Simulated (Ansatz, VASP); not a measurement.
## FeSi: VASP beside Ansatz

Contents of INCAR:

```
SYSTEM = FeSi
PREC = Accurate
ENCUT = 600
EDIFF = 1E-6
ISMEAR = 0
SIGMA = 0.1
LREAL = .False.
LASPH = .True.
NELM = 150
ALGO = Normal
ISIF = 3
LWAVE = .False.
LCHARG = .False.
ISPIN = 2
MAGMOM = 0.88 0
LORBIT = 11
LMAXMIX = 4
GGA = PE
IBRION = 2
NSW = 100
EDIFFG = -0.01
KPAR = 4
```

The input KPOINTS:

```
Automatic mesh
0
Gamma
  24 24 16
  0 0 0
```

Contents of POSCAR:

```
FeSi
1.0
    2.7258542754      0.0000000000      0.0000000000
   -1.3629271377      2.3606590495      0.0000000000
    0.0000000000      0.0000000000      3.5256931130
Fe Si
1 1
Direct
    0.6666666667      0.3333333333      0.5000000000
    0.0000000000      0.0000000000      0.0000000000
```

Input for Ansatz:

```yaml
crystal:
  lattice:
    - [2.7258542754, 0.0, 0.0]
    - [-1.3629271377, 2.3606590495, 0.0]
    - [0.0, 0.0, 3.525693113]
  atoms:
    - { symbol: Fe, position: [0.6666666667, 0.3333333333, 0.5], spin: 0.88 }
    - { symbol: Si, position: [0.0, 0.0, 0.0] }
basis:
  ecutwfc: 420
kpoints:
  mp_grid: { grid: [24, 24, 16] }
hamiltonian:
  xc: pbe
scf:
  occupations: { method: gaussian, width: 0.1 }
output:
  forces: true
  stress: true
  eigenvalues: true
  populations: true
magnetization:
  spin_polarized: true
relax:
  adjacent_minimum: "off"
  f_tol: 0.01
  max_steps: 80
  cell: { stress_tol: 0.05 }
```

Change from the starting cell: species swapped into the WC type (P-6m2, No. 187).

Alike in both runs: task relaxation of cell and atoms; functional PBE; k mesh 24 × 24 × 16; occupations gaussian, width 0.1 eV; collinear spin.

|  | VASP | Ansatz |
| --- | --- | --- |
| version | VASP 6.6.1 | Ansatz 0.2.0 |
| potentials or method | VASP PAW PBE potentials, release 64 (Fe, Si), cutoff 600 eV | scalar-relativistic, plane waves, PAW |
| valence electrons in the cell | 12 | 20 |

Ansatz gave:

- gap on the k mesh at the Fermi level, each at its own relaxed structure (eV): none
- net moment per atom (μB): 0.36
- size of the moment on the site where the two differ most (μB): 0.76
- relaxed volume (Å³/atom): 11.36
- relaxed length of the cell vector where the two differ most in proportion (Å): 2.736

Q: Which values does VASP return?

A: gap on the k mesh at the Fermi level, each at its own relaxed structure (eV): none; net moment per atom (μB): 0.00; size of the moment on the site where the two differ most (μB): 0.00; relaxed volume (Å³/atom): 11.25; relaxed length of the cell vector where the two differ most in proportion (Å): 2.722.

The net moments are unlike, so the other rows may belong to different states. Site moments also hang on the region over which each program counts them. A gap of «none» marks a metal or a gap that the smearing closes. VASP's potentials hold 12 valence electrons a cell and Ansatz's 20, so a difference there can come from the potentials and not from the codes.
